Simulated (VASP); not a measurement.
# Si2W (I4/mmm) in VASP: a series of runs

Si2W is run at these levels: LDA; tasks: single point.

Everything below comes from runs of VASP 6.6.1. Logs are shortened: lines on timing, memory, paths and dates and some standing lists are left out, and cuts for length are marked.

### 1 The cell of the first run

The structure is tetragonal, space group I4/mmm (No. 139). The conventional cell has a = 3.099 Å, b = 3.099 Å, c = 8.215 Å, α = 90.00°, β = 90.00°, γ = 90.00°. Si (site symmetry 4mm) has 8 Si at 2.35 to 3.10 Å and 5 W at 2.49 to 2.73 Å within 3.1 Å. Within 3.3 Å of W (site symmetry 4/mmm) lie 10 Si at 2.49 to 2.73 Å and 4 W at 3.10 Å.

### 2 Single point, LDA

INCAR

```
SYSTEM = Si2W
PREC     = Accurate       ! precision mode
ENCUT    = 520            ! plane-wave cutoff, eV
EDIFF    = 1E-7           ! SCF threshold, eV
ISMEAR   = 0              ! smearing method
SIGMA    = 0.15           ! smearing width, eV
LREAL    = .FALSE.        ! projectors in reciprocal space
LASPH    = .TRUE.         ! aspherical terms in the spheres
NELM     = 80             ! most SCF steps
ALGO     = Normal         ! electronic algorithm
ISIF     = 2              ! what is computed and relaxed
LWAVE    = .FALSE.        ! write WAVECAR
LCHARG   = .FALSE.        ! write CHGCAR
NBANDS   = 18             ! bands
```

KPOINTS

```
regular mesh
0
G
  18 18 18
  0 0 0
```

POSCAR

```
Si2W
1.0
   -1.5493399447      1.5493399447      4.1076100613
    1.5493399447     -1.5493399447      4.1076100613
    1.5493399447      1.5493399447     -4.1076100613
Si W
2 1
Direct
    0.3024997701      0.3024997701      0.0000000000
    0.6975002299      0.6975002299      0.0000000000
    0.0000000000      0.0000000000      0.0000000000
```

Potentials or basis: VASP PAW LDA potentials, release 64 (Si, W_sv).

Command:

```sh
> cat potpaw_LDA.64/Si/POTCAR potpaw_LDA.64/W_sv/POTCAR > POTCAR
> mpirun -np 1 vasp_std > vasp.out
```

OUTCAR:

```text
SYSTEM = Si2W
   PREC = Accurate
   ENCUT = 520
   EDIFF = 1E-7
   ISMEAR = 0
   LREAL = .FALSE.
   LASPH = .TRUE.
   NELM = 80
   ISIF = 2

 ion  position               nearest neighbor table
   1  0.302  0.302  0.000-   2 2.35   2 2.35   2 2.35   2 2.35   3 2.49   3 2.73   3 2.73   3 2.73
                             3 2.73
   2  0.698  0.698  0.000-   1 2.35   1 2.35   1 2.35   1 2.35   3 2.49   3 2.73   3 2.73   3 2.73
                             3 2.73
   3  0.000  0.000  0.000-   1 2.49   2 2.49   2 2.73   1 2.73   2 2.73   2 2.73   2 2.73   1 2.73
                             1 2.73   1 2.73

  LATTYP: Found a body centered tetragonal cell.
 ALAT       =     3.0986798894
 C/A-ratio  =     2.6511999999

  Lattice vectors:

 A1 = (  -1.5493399447,   1.5493399447,   4.1076100613)
 A2 = (   1.5493399447,  -1.5493399447,   4.1076100613)
 A3 = (   1.5493399447,   1.5493399447,  -4.1076100613)

Analysis of symmetry for initial positions (statically):
=====================================================================
 Subroutine PRICEL returns:
 Original cell was already a primitive cell.

 Routine SETGRP: Setting up the symmetry group for a
 body centered tetragonal supercell.

 Subroutine GETGRP returns: Found 16 space group operations
 (whereof 16 operations were pure point group operations)
 out of a pool of 16 trial point group operations.

The static configuration has the point symmetry D_4h.

Analysis of symmetry for dynamics (positions and initial velocities):
=====================================================================
 Subroutine PRICEL returns:
 Original cell was already a primitive cell.

 Routine SETGRP: Setting up the symmetry group for a
 body centered tetragonal supercell.

 Subroutine GETGRP returns: Found 16 space group operations
 (whereof 16 operations were pure point group operations)
 out of a pool of 16 trial point group operations.

The dynamic configuration has the point symmetry D_4h.

 Subroutine INISYM returns: Found 16 space group operations
 (whereof 16 operations are pure point group operations),
 and found     1 'primitive' translations

----------------------------------------------------------------------------------------

                                     Primitive cell

  volume of cell :      39.4405

  direct lattice vectors                    reciprocal lattice vectors
    -1.549339945  1.549339945  4.107610061     0.000000000  0.322718072  0.121725284
     1.549339945 -1.549339945  4.107610061     0.322718072  0.000000000  0.121725284
[... 89 lines left out ...]
   EDIFFG = 0.1E-05   stopping-criterion for IOM
   NSW    =      0    number of steps for IOM
   IBRION =     -1    ionic relax: 0-MD 1-quasi-New 2-CG
   NFREE  =      0    steps in history (QN), initial steepest desc. (CG)
   ISIF   =      2    stress and relaxation
   ISYM   =      2    0-nonsym 1-usesym 2-fastsym
   POTIM  = 0.5000    time-step for ionic-motion
   TEBEG  =    0.0;   TEEND  =   0.0 temperature during run
   PSTRESS=    0.0 pullay stress
   NELECT =      22.0000    total number of electrons
   NUPDOWN=      -1.0000    fix difference up-down
   EMIN   =  10.00;   EMAX   =-10.00  energy-range for DOS
   EFERMI =   0.00;   METHOD = LEGACY
   ISMEAR =     0;   SIGMA  =   0.15  broadening in eV -4-tet -1-fermi 0-gaus
   EFERMI_NEDOS =   21; number of points for ismear=-14 and -15
   IALGO  =     38    algorithm
   IMIX   =      4    mixing-type and parameters
     AMIX     =   0.40;   BMIX     =  1.00
     AMIX_MAG =   1.60;   BMIX_MAG =  1.00
  volume/ion in A,a.u.               =      13.15        88.72
  Fermi-wavevector in a.u.,A,eV,Ry     =   1.347622  2.546637 24.709347  1.816086
  Thomas-Fermi vector in A             =   2.475358
   LORBIT       =      0    0 simple, 1 ext, 2 COOP (PROOUT), +10 PAW based schemes
   GGA     = CA    functional components
   LHFCALC =     F    Hartree Fock is set to
   AEXX    =    0.0000 exact exchange contribution
   IVDW    =     0    specifies the selected vdW correction
   LEPSILON=     F    determine dielectric tensor
   LRPA    =     F    only Hartree local field effects (RPA)
 non-spin polarized calculation
 Gauss-broadening in eV      SIGMA  =   0.15
  energy-cutoff  :      520.00
  volume of cell :       39.44
 maximum number of plane-waves:      1080
   NGX = 17   NGY = 17   NGZ = 17

 number of electron      22.0000000 magnetization

 Free energy of the ion-electron system (eV)
  ---------------------------------------------------
  ext. energy  EPLUGINS =         0.00000000
  ---------------------------------------------------
  free energy    TOTEN  =       -26.10823160 eV

  energy without entropy =      -26.09498411  energy(sigma->0) =      -26.10160786

 E-fermi :  12.2553     XC(G=0): -12.7645

 val. band max:       12.2528245772   @ k =  -0.3333  -0.4444   0.0556
 cond. band min:      12.2619677497   @ k =  -0.2222  -0.2778   0.1111
 fundamental gap:      0.0091431725
 Fermi energy:        12.2552597939

 k-point     1 :       0.0000    0.0000    0.0000
  band No.  band energies     occupation
      1     -61.2883      2.00000
      2     -25.9697      2.00000
      3     -25.6211      2.00000
      4     -25.6211      2.00000
      5      -2.5749      2.00000
      6       6.0741      2.00000
[... 481 lines left out ...]
      5      -1.6762      2.00000
      6       5.6523      2.00000
[... 10 lines left out ...]
     17      19.5827      0.00000
     18      19.9108      0.00000

 [... further k-points ...]

------------------------ aborting loop because EDIFF is reached ----------------------------------------

  FORCE on cell =-STRESS in cart. coord.  units (eV):
  Direction    XX          YY          ZZ          XY          YZ          ZX
  --------------------------------------------------------------------------------------
  -------------------------------------------------------------------------------------
  Total        3.2579288      3.2579288     -3.1627915      0.0000000     -0.0000000      0.0000000
  in kB      132.3456074    132.3456074   -128.4808838      0.0000000     -0.0000000      0.0000000
  external PRESSURE =      45.4034437 kB  Pullay stress =       0.0000000 kB

 VOLUME and BASIS-vectors are now :
 -----------------------------------------------------------------------------
  energy-cutoff  :      520.00
  volume of cell :       39.44
      direct lattice vectors                 reciprocal lattice vectors
    -1.549339945  1.549339945  4.107610061     0.000000000  0.322718072  0.121725284
     1.549339945 -1.549339945  4.107610061     0.322718072  0.000000000  0.121725284
     1.549339945  1.549339945 -4.107610061     0.322718072  0.322718072  0.000000000

 POSITION                                       TOTAL-FORCE (eV/Angst)
 -----------------------------------------------------------------------------------
      0.00000      0.00000      2.48510        -0.000000     -0.000000      3.759516
      0.00000      0.00000      5.73012         0.000000      0.000000     -3.759516
      0.00000      0.00000      0.00000         0.000000      0.000000     -0.000000
 -----------------------------------------------------------------------------------
    total drift:                               -0.000000      0.000000      0.000000

  FREE ENERGIE OF THE ION-ELECTRON SYSTEM (eV)
  ---------------------------------------------------
  free  energy   TOTEN  =       -26.1082316036 eV

  energy  without entropy=      -26.0949841142  energy(sigma->0) =      -26.10160786
```

stdout:

```text
POSCAR found type information on POSCAR SiW
 POSCAR found :  2 types and       3 ions
 scaLAPACK will be used
 LDA part: xc-table for (Slater(with rela. corr.)+CA(PZ))
 , standard interpolation
 POSCAR, INCAR and KPOINTS ok, starting setup
 FFT: planning ... GRIDC
 FFT: planning ... GRID_SOFT
 FFT: planning ... GRID
 WAVECAR not read
 entering main loop
```

Run time: 19 min. Hardware: 1 thread of Intel Xeon 8259CL, shared host; peak memory 0.43 GiB.

Results:

```
Free energy            : -26.1082 eV
Pressure               : 4.5 GPa
Largest force          : 3.760 eV/Å
Band gap on the k mesh : zero (bands 11 and 12 overlap by 2.60 eV)
```

Forces in eV/Å, atoms in the order of the input:
```
Si   0.000  0.000  3.760
Si   0.000  0.000 -3.760
W    0.000  0.000  0.000
```

Stress tensor (GPa, compression positive):
```
 13.23   0.00   0.00
  0.00  13.23   0.00
  0.00   0.00 -12.85
```

Caveat: the stress differs along the axes, from -13 to 13 GPa; spin-orbit coupling is left out, which moves the levels of the heavy elements; forces of over 1 eV/Å act on the atoms, so gaps and moduli don't describe the material at rest.

(Continued in part 2 of 2.)

The gap in the log of VASP goes by the Fermi energy; the results here count the filled bands.